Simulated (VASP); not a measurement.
# H11C36N in VASP: single point with PBE

Aim: the single point of H11C36N with PBE.

Everything below comes from runs of VASP 6.6.1. Logs are shortened: lines on timing, memory, paths and dates and some standing lists are left out, and cuts for length are marked.

### Step 1. The cell of the first run

The cell holds a slab with vacuum, 48 atoms: a = 7.573 Å, b = 7.573 Å, c = 16.676 Å, α = 90.00°, β = 90.00°, γ = 60.00°.

### Step 2. Single point, PBE

INCAR

```
SYSTEM = H11C36N
PREC     = Accurate       ! precision mode
ENCUT    = 520            ! plane-wave cutoff, eV
EDIFF    = 1E-6           ! SCF threshold, eV
ISMEAR   = -1             ! smearing method
SIGMA    = 0.05           ! smearing width, eV
LREAL    = Auto         
LASPH    = .True.         ! aspherical terms in the spheres
NELM     = 100            ! most SCF steps
ALGO     = Normal         ! electronic algorithm
ISIF     = 2              ! what is computed and relaxed
LWAVE    = .False.        ! write WAVECAR
LCHARG   = .True.         ! write CHGCAR
GGA      = PE             ! functional
LELF     = .True.         ! ELF
LVHAR    = .True.       
NBANDS   = 110            ! bands
```

KPOINTS

```
regular mesh
0
Gamma
  2 2 1
  0 0 0
```

POSCAR

```
H11C36N
1.0
    7.5731140000      0.0000000000      0.0000000000
    3.7865570000      6.5585090000      0.0000000000
    0.0000000000      0.0000000000     16.6764260000
H C N
11 36 1
Direct
    0.1111111721      0.1111110772      0.0599648870
    0.4444444614      0.1111110772      0.0599648870
    0.7777777507      0.1111110772      0.0599648870
    0.1111110586      0.4444444614      0.0599648870
    0.4444443479      0.4444444614      0.0599648870
    0.7777777693      0.4444444614      0.0599648870
    0.1111110772      0.7777778455      0.0599648870
    0.4444443665      0.7777778455      0.0599648870
    0.7777777879      0.7777778455      0.0599648870
    0.4892305834      0.8105962803      0.3828005473
    0.6083281127      0.5560446742      0.3859864818
    0.1111111721      0.1111110772      0.1259263226
    0.4444444614      0.1111110772      0.1259263226
    0.7777777507      0.1111110772      0.1259263226
    0.1111110586      0.4444444614      0.1259263226
    0.4444443479      0.4444444614      0.1259263226
    0.7777777693      0.4444444614      0.1259263226
    0.1111110772      0.7777778455      0.1259263226
    0.4444443665      0.7777778455      0.1259263226
    0.7777777879      0.7777778455      0.1259263226
   -0.1111110772      0.2222221545      0.1568253294
    0.2222222121      0.2222221545      0.1568253294
    0.5555556335      0.2222221545      0.1568253294
   -0.1111110586      0.5555555386      0.1568253294
    0.2222222307      0.5555555386      0.1568253294
    0.5555556521      0.5555555386      0.1568253294
   -0.1111111721      0.8888889228      0.1568253294
    0.2222222493      0.8888889228      0.1568253294
    0.5555555386      0.8888889228      0.1568253294
   -0.1147619908      0.2233532042      0.2607099987
    0.2191330444      0.2235549269      0.2552739418
    0.5531963597      0.2239007372      0.2590254051
   -0.1141267204      0.5568968496      0.2552340052
    0.2186824945      0.5576072244      0.2563753169
    0.5518774207      0.5551754217      0.2490294383
   -0.1139070137      0.8908369265      0.2600763497
    0.2191079301      0.8909953467      0.2592169929
    0.5512184317      0.8922319082      0.2512550951
   -0.0030490452      0.0016602859      0.2776633914
    0.3300227170      0.0026204127      0.2750995927
    0.6633915774      0.0016320783      0.2728968425
   -0.0034948018      0.3347815792      0.2718249102
    0.3301515833      0.3350031234      0.2716326028
    0.6624291463      0.3361910459      0.2760295281
   -0.0036171781      0.6684400372      0.2733460395
    0.3301737039      0.6679809390      0.2720154786
    0.6563821523      0.6697525306      0.2833102848
    0.6247089675      0.6785601727      0.3699437158
```

Potentials or basis: VASP PAW PBE potentials, release 64 (H, C, N).

The run is started by

```bash
$ cat potpaw_PBE.64/H/POTCAR potpaw_PBE.64/C/POTCAR potpaw_PBE.64/N/POTCAR > POTCAR
$ mpirun -np 1 vasp_std > vasp.out
```

OUTCAR:

```text
SYSTEM = H11C36N
   PREC = Accurate
   ENCUT = 520
   EDIFF = 1E-6
   ISMEAR = -1
   LREAL = Auto
   LASPH = .True.
   NELM = 100
   ISIF = 2
   GGA = PE

 ion  position               nearest neighbor table
   1  0.111  0.111  0.060-  12 1.10
   2  0.444  0.111  0.060-  13 1.10
   3  0.778  0.111  0.060-  14 1.10
   4  0.111  0.444  0.060-  15 1.10
   5  0.444  0.444  0.060-  16 1.10
   6  0.778  0.444  0.060-  17 1.10
   7  0.111  0.778  0.060-  18 1.10
   8  0.444  0.778  0.060-  19 1.10
   9  0.778  0.778  0.060-  20 1.10
  10  0.489  0.811  0.383-  48 1.04
  11  0.608  0.556  0.386-  48 1.03
  12  0.111  0.111  0.126-   1 1.10  22 1.55  28 1.55  21 1.55
  13  0.444  0.111  0.126-   2 1.10  29 1.55  22 1.55  23 1.55
  14  0.778  0.111  0.126-   3 1.10  23 1.55  27 1.55  21 1.55
  15  0.111  0.444  0.126-   4 1.10  24 1.55  25 1.55  22 1.55
  16  0.444  0.444  0.126-   5 1.10  25 1.55  23 1.55  26 1.55
  17  0.778  0.444  0.126-   6 1.10  26 1.55  24 1.55  21 1.55
[... 19 lines left out ...]
  37  0.219  0.891  0.259-  46 1.48  40 1.48  39 1.49  28 1.71
  38  0.551  0.892  0.251-  41 1.50  40 1.50  47 1.55  29 1.58
  39  0.997  0.002  0.278-  30 1.48  36 1.48  37 1.49
  40  0.330  0.003  0.275-  37 1.48  31 1.49  38 1.50
  41  0.663  0.002  0.273-  32 1.48  36 1.48  38 1.50
  42  0.997  0.335  0.272-  30 1.47  33 1.48  31 1.49
  43  0.330  0.335  0.272-  32 1.48  34 1.48  31 1.48
  44  0.662  0.336  0.276-  32 1.48  30 1.48  35 1.51
  45  0.996  0.668  0.273-  36 1.48  34 1.49  33 1.49
  46  0.330  0.668  0.272-  37 1.48  34 1.48  35 1.50
  47  0.656  0.670  0.283-  48 1.46  35 1.55  38 1.55  33 1.58
  48  0.625  0.679  0.370-  11 1.03  10 1.04  47 1.46

  LATTYP: Found a hexagonal cell.
 ALAT       =     7.5731139049
 C/A-ratio  =     2.2020566717

  Lattice vectors:

 A1 = (  -3.7865570000,  -6.5585090000,   0.0000000000)
 A2 = (   7.5731140000,   0.0000000000,   0.0000000000)
 A3 = (   0.0000000000,   0.0000000000,  16.6764260000)

Analysis of symmetry for initial positions (statically):
=====================================================================
 Subroutine PRICEL returns:
 Original cell was already a primitive cell.

 Routine SETGRP: Setting up the symmetry group for a
 hexagonal supercell.

 Subroutine GETGRP returns: Found  1 space group operations
 (whereof  1 operations were pure point group operations)
 out of a pool of 24 trial point group operations.

The static configuration has the point symmetry C_1 .

Analysis of symmetry for dynamics (positions and initial velocities):
=====================================================================
 Subroutine PRICEL returns:
 Original cell was already a primitive cell.

 Routine SETGRP: Setting up the symmetry group for a
 hexagonal supercell.

 Subroutine GETGRP returns: Found  1 space group operations
 (whereof  1 operations were pure point group operations)
 out of a pool of 24 trial point group operations.

The dynamic configuration has the point symmetry C_1 .

 Subroutine INISYM returns: Found  1 space group operations
 (whereof  1 operations are pure point group operations),
 and found     1 'primitive' translations

----------------------------------------------------------------------------------------

                                     Primitive cell

  volume of cell :     828.2903

  direct lattice vectors                    reciprocal lattice vectors
     7.573114000  0.000000000  0.000000000     0.132046078 -0.076236840  0.000000000
     3.786557000  6.558509000  0.000000000     0.000000000  0.152473680  0.000000000
     0.000000000  0.000000000 16.676426000     0.000000000  0.000000000  0.059964887

  length of vectors
     7.573114000  7.573113905 16.676426000     0.152473678  0.152473680  0.059964887

  position of ions in fractional coordinates (direct lattice)
     0.111111172  0.111111077  0.059964887
     0.444444461  0.111111077  0.059964887
     0.777777751  0.111111077  0.059964887
     0.111111059  0.444444461  0.059964887
     0.444444348  0.444444461  0.059964887
     0.777777769  0.444444461  0.059964887
[... 40 lines left out ...]
     0.656382152  0.669752531  0.283310285
     0.624708967  0.678560173  0.369943716

  ion indices of the primitive-cell ions
   primitive index   ion index
                 1           1
                 2           2
                 3           3
                 4           4
                 5           5
                 6           6
[... 40 lines left out ...]
                47          47
                48          48

----------------------------------------------------------------------------------------

 KPOINTS: regular mesh

Automatic generation of k-mesh.
 Grid dimensions read from file:
 generate k-points for:    2    2    1

 Generating k-lattice:

  Cartesian coordinates                     Fractional coordinates (reciprocal lattice)
     0.066023039 -0.038118420  0.000000000     0.500000000  0.000000000  0.000000000
     0.000000000  0.076236840  0.000000000     0.000000000  0.500000000  0.000000000
     0.000000000  0.000000000  0.059964887     0.000000000  0.000000000  1.000000000

  Length of vectors
     0.076236839  0.076236840  0.059964887

  Shift w.r.t. Gamma in fractional coordinates (k-lattice)
     0.000000000  0.000000000  0.000000000

 Subroutine IBZKPT returns following result:
 ===========================================

 Found      4 irreducible k-points:

 Following reciprocal coordinates:
            Coordinates               Weight
  0.000000  0.000000  0.000000      1.000000
  0.500000 -0.000000  0.000000      1.000000
  0.500000  0.500000  0.000000      1.000000
  0.000000  0.500000  0.000000      1.000000
   k-points           NKPTS =      4   k-points in BZ     NKDIM =      4   number of bands    NBANDS=    110
   number of dos      NEDOS =    301   number of ions     NIONS =     48
   total plane-waves  NPLWV = 395136
   dimension x,y,z NGX =    56 NGY =   56 NGZ =  126
   dimension x,y,z NGXF=   112 NGYF=  112 NGZF=  252
   ions per type =              11  36   1
   NGX,Y,Z   is equivalent  to a cutoff of  12.29, 12.29, 12.56 a.u.
   NGXF,Y,Z  is equivalent  to a cutoff of  24.59, 24.59, 25.12 a.u.
 SYSTEM =  H11C36N
   PREC   = accura    normal or accurate (medium, high low for compatibility)
   ISTART =      0    job   : 0-new  1-cont  2-samecut
   ICHARG =      2    charge: 1-file 2-atom 10-const
   ISPIN  =      1    spin polarized calculation?
   LNONCOLLINEAR =      F non collinear calculations
   LSORBIT =      F    spin-orbit coupling
   LASPH  =      T    aspherical Exc in radial PAW
   ENCUT  =  520.0 eV  38.22 Ry    6.18 a.u.  14.08 14.08 31.01*2*pi/ulx,y,z
   NELM   =    100;   NELMIN=  2; NELMDL= -5     # of ELM steps
   EDIFF  = 0.1E-05   stopping-criterion for ELM
   LREAL  =      T    real-space projection
   EDIFFG = 0.1E-04   stopping-criterion for IOM
   NSW    =      0    number of steps for IOM
   IBRION =     -1    ionic relax: 0-MD 1-quasi-New 2-CG
   NFREE  =      0    steps in history (QN), initial steepest desc. (CG)
   ISIF   =      2    stress and relaxation
   ISYM   =      2    0-nonsym 1-usesym 2-fastsym
   POTIM  = 0.5000    time-step for ionic-motion
   TEBEG  =    0.0;   TEEND  =   0.0 temperature during run
   PSTRESS=    0.0 pullay stress
   NELECT =     160.0000    total number of electrons
   NUPDOWN=      -1.0000    fix difference up-down
   EMIN   =  10.00;   EMAX   =-10.00  energy-range for DOS
   EFERMI =   0.00;   METHOD = LEGACY
   ISMEAR =    -1;   SIGMA  =   0.05  broadening in eV -4-tet -1-fermi 0-gaus
   EFERMI_NEDOS =   21; number of points for ismear=-14 and -15
   IALGO  =     38    algorithm
   IMIX   =      4    mixing-type and parameters
     AMIX     =   0.40;   BMIX     =  1.00
     AMIX_MAG =   1.60;   BMIX_MAG =  1.00
  volume/ion in A,a.u.               =      17.26       116.45
  Fermi-wavevector in a.u.,A,eV,Ry     =   0.946355  1.788351 12.185205  0.895587
  Thomas-Fermi vector in A             =   2.074344
   LORBIT       =      0    0 simple, 1 ext, 2 COOP (PROOUT), +10 PAW based schemes
   GGA     = PE    functional components
   LHFCALC =     F    Hartree Fock is set to
   AEXX    =    0.0000 exact exchange contribution
   IVDW    =     0    specifies the selected vdW correction
   LEPSILON=     F    determine dielectric tensor
   LRPA    =     F    only Hartree local field effects (RPA)
 non-spin polarized calculation
  energy-cutoff  :      520.00
  volume of cell :      828.29
 maximum number of plane-waves:     22305
   NGX = 29   NGY = 29   NGZ = 63

 number of electron     160.0000002 magnetization

 Free energy of the ion-electron system (eV)
  ---------------------------------------------------
  ext. energy  EPLUGINS =         0.00000000
  ---------------------------------------------------
  free energy    TOTEN  =      -360.30922616 eV

  energy without entropy =     -360.19340372  energy(sigma->0) =     -360.25131494

 E-fermi :   0.3017     XC(G=0):  -4.8979

 val. band max:        0.2982436579   @ k =   0.0000   0.0000   0.0000
 cond. band min:       0.3661433301   @ k =   0.0000   0.0000   0.0000
 fundamental gap:      0.0678996722
 Fermi energy:         0.3016826413

 k-point     1 :       0.0000    0.0000    0.0000
  band No.  band energies     occupation
      1     -20.9485      2.00000
      2     -18.8953      2.00000
      3     -18.3594      2.00000
      4     -18.3407      2.00000
      5     -18.2874      2.00000
      6     -18.2686      2.00000
[... 84 lines left out ...]
     91       4.2098      0.00000
     92       4.2296      0.00000

 k-point     2 :       0.5000   -0.0000    0.0000
  band No.  band energies     occupation
      1     -20.3222      2.00000
      2     -20.2497      2.00000
      3     -19.0594      2.00000
      4     -18.9434      2.00000
      5     -18.3034      2.00000
      6     -17.6077      2.00000
[... 84 lines left out ...]
     91       4.6466      0.00000
     92       4.9117      0.00000

 k-point     3 :       0.5000    0.5000    0.0000
  band No.  band energies     occupation
      1     -20.3073      2.00000
      2     -20.2648      2.00000
      3     -19.0823      2.00000
      4     -18.9159      2.00000
      5     -18.3093      2.00000
      6     -17.6079      2.00000
[... 84 lines left out ...]
     91       4.7564      0.00000
     92       4.8429      0.00000

 k-point     4 :       0.0000    0.5000    0.0000
  band No.  band energies     occupation
      1     -20.3263      2.00000
      2     -20.2430      2.00000
      3     -19.0768      2.00000
      4     -18.9346      2.00000
      5     -18.2987      2.00000
      6     -17.5971      2.00000
[... 84 lines left out ...]
     91       4.7469      0.00000
     92       4.8682      0.00000
 [bands above 92 left out]

------------------------ aborting loop because EDIFF is reached ----------------------------------------

  FORCE on cell =-STRESS in cart. coord.  units (eV):
  Direction    XX          YY          ZZ          XY          YZ          ZX
  --------------------------------------------------------------------------------------
  -------------------------------------------------------------------------------------
  Total        0.2762833      1.4097805     -5.3970365      1.2459372      0.2786749      2.7401369
  in kB        0.5344200      2.7269644    -10.4395877      2.4100393      0.5390460      5.3002975
  external PRESSURE =      -2.3927344 kB  Pullay stress =       0.0000000 kB

 VOLUME and BASIS-vectors are now :
 -----------------------------------------------------------------------------
  energy-cutoff  :      520.00
  volume of cell :      828.29
      direct lattice vectors                 reciprocal lattice vectors
     7.573114000  0.000000000  0.000000000     0.132046078 -0.076236840  0.000000000
     3.786557000  6.558509000  0.000000000     0.000000000  0.152473680  0.000000000
     0.000000000  0.000000000 16.676426000     0.000000000  0.000000000  0.059964887

 POSITION                                       TOTAL-FORCE (eV/Angst)
 -----------------------------------------------------------------------------------
      1.26219      0.72872      1.00000        -0.041917     -0.048907     -0.177975
      3.78656      0.72872      1.00000         0.020772      0.003985     -0.171258
      6.31093      0.72872      1.00000         0.030225     -0.006749     -0.162493
      2.52437      2.91489      1.00000        -0.023841      0.033901     -0.129010
      5.04874      2.91489      1.00000        -0.040613     -0.038111     -0.173459
      7.57311      2.91489      1.00000         0.020287     -0.064418     -0.219615
[... 40 lines left out ...]
      7.50691      4.39258      4.72460         0.055926     -0.001721     -0.004814
      7.30040      4.45034      6.16934         0.379172      0.000223      0.144009
 -----------------------------------------------------------------------------------
    total drift:                               -0.000529      0.007187     -0.101487

  FREE ENERGIE OF THE ION-ELECTRON SYSTEM (eV)
  ---------------------------------------------------
  free  energy   TOTEN  =      -360.3092261613 eV

  energy  without entropy=     -360.1934037219  energy(sigma->0) =     -360.25131494
```

It took 19 min on 1 thread of Intel Xeon Platinum 8488C (Sapphire Rapids), shared host; peak memory 0.89 GiB.

What came out:

```yaml
Free_energy: -360.3092 eV
Largest_force: 2.269 eV/Å
Band_gap_on_the_k_mesh: 0.05 eV (least direct gap 0.12 eV)
```

Forces on the atoms (eV/Å):
```
H   -0.042 -0.049 -0.178
H    0.021  0.004 -0.171
H    0.030 -0.007 -0.162
H   -0.024  0.034 -0.129
H   -0.041 -0.038 -0.173
H    0.020 -0.064 -0.220
H    0.009  0.038 -0.171
H   -0.068  0.054 -0.313
H    0.051  0.018 -0.217
H    0.223 -0.005 -0.032
H    0.195  0.066  0.055
C    0.004  0.043  2.048
C    0.021 -0.046  1.636
C   -0.035  0.018  2.268
C   -0.060  0.001  1.711
C    0.076  0.021  1.565
C   -0.022 -0.090  1.549
C    0.019 -0.010  2.043
C   -0.042 -0.017  1.287
C    0.045  0.071  1.600
C    0.155  0.369 -1.486
C   -0.013  0.098 -1.895
C   -0.235  0.014 -1.713
C   -0.400  0.210 -1.152
C   -0.060 -0.039 -1.897
C    0.111  0.128 -1.775
C   -0.352 -0.229 -1.527
C    0.365 -0.305 -1.378
C   -0.183 -0.316 -1.312
C   -0.005  0.005  0.013
C   -0.009 -0.014 -0.011
C   -0.005  0.009  0.005
C   -0.037  0.020 -0.051
C   -0.007  0.007 -0.037
C   -0.004  0.021  0.042
C   -0.007  0.001  0.001
C   -0.010 -0.007  0.043
C    0.003 -0.014 -0.014
C   -0.018  0.011  0.048
C   -0.009  0.000  0.005
C    0.003  0.006  0.016
C   -0.012 -0.006  0.007
C   -0.005 -0.004  0.004
C   -0.006  0.008 -0.005
C   -0.009 -0.006 -0.027
C   -0.067 -0.011 -0.041
C    0.056 -0.002 -0.005
N    0.379  0.000  0.144
```

Levels at points of the mesh, in eV from the valence-band top:
| k point | band 78 | band 79 | band 80 | band 81 | band 82 | band 83 |
| --- | --- | --- | --- | --- | --- | --- |
| (0.00, 0.00, 0.00) | -0.30 | -0.11 | -0.07 | 0.05 | 0.12 | 0.19 |
| (0.50, 0.00, 0.00) | -0.20 | -0.12 | 0.00 | 0.22 | 0.40 | 0.43 |
| (0.50, 0.50, 0.00) | -0.20 | -0.10 | -0.01 | 0.21 | 0.40 | 0.41 |
| (0.00, 0.50, 0.00) | -0.18 | -0.12 | -0.03 | 0.21 | 0.38 | 0.42 |

Caveat: the k points lie up to 0.48 Å⁻¹ apart; the smearing spreads over this small gap; there is no dipole correction, which matters where the two faces differ; semilocal functionals underestimate gaps, and a narrow one can read as zero.
